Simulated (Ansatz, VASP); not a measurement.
## One calculation of Hf8HO15, two programs

```
Hf H O
1.0
     0.00000    5.11500    5.11500
     5.11500    0.00000    5.11500
     5.11500    5.11500    0.00000
Hf H O
8 1 15
Direct
  0.00000 0.00000 0.00000
  0.00000 0.00000 0.50000
  0.00000 0.50000 0.00000
  0.00000 0.50000 0.50000
  0.50000 0.00000 0.00000
  0.50000 0.00000 0.50000
  0.50000 0.50000 0.00000
  0.50000 0.50000 0.50000
  0.12500 0.12500 0.12500
  0.12500 0.12500 0.62500
  0.12500 0.62500 0.12500
  0.12500 0.62500 0.62500
  0.62500 0.12500 0.12500
  0.62500 0.12500 0.62500
  0.62500 0.62500 0.12500
  0.62500 0.62500 0.62500
  0.37500 0.37500 0.37500
  0.37500 0.37500 0.87500
  0.37500 0.87500 0.37500
  0.37500 0.87500 0.87500
  0.87500 0.37500 0.37500
  0.87500 0.37500 0.87500
  0.87500 0.87500 0.37500
  0.87500 0.87500 0.87500
```

Alike in both runs: task electric field gradients; functional PBE; k mesh 3 × 3 × 3; occupations fermi-dirac, width 0.01 eV; collinear spin.

```csv
,VASP,Ansatz
version,VASP 6.6.1,Ansatz 0.2.0
potentials or method,"VASP PAW PBE potentials, release 64 (Hf_pv, H, O)","plane-wave PAW, scalar-relativistic"
plane-wave cutoff (eV),520,420
valence electrons in the cell,171,299
```

```csv
,VASP,Ansatz,Ansatz less VASP
pressure (GPa),-6.4,-3.0,+3.32
rms of the force components (eV/Å),0.310,0.290,-0.0205
net moment per atom (μB),0.04,0.04,0.000
size of the moment on the site where the two differ most (μB),0.14,0.07,-0.066
size of Vzz on the site where it differs most (V/Å²),146.7,175.8,+29.01
```

Site moments also hang on the region over which each program counts them. Atom by atom the forces differ by 0.026 eV/Å (rms over components). VASP's potentials hold 171 valence electrons a cell and Ansatz's 299, so a difference there can come from the potentials and not from the codes.

Spin-orbit coupling is off throughout.
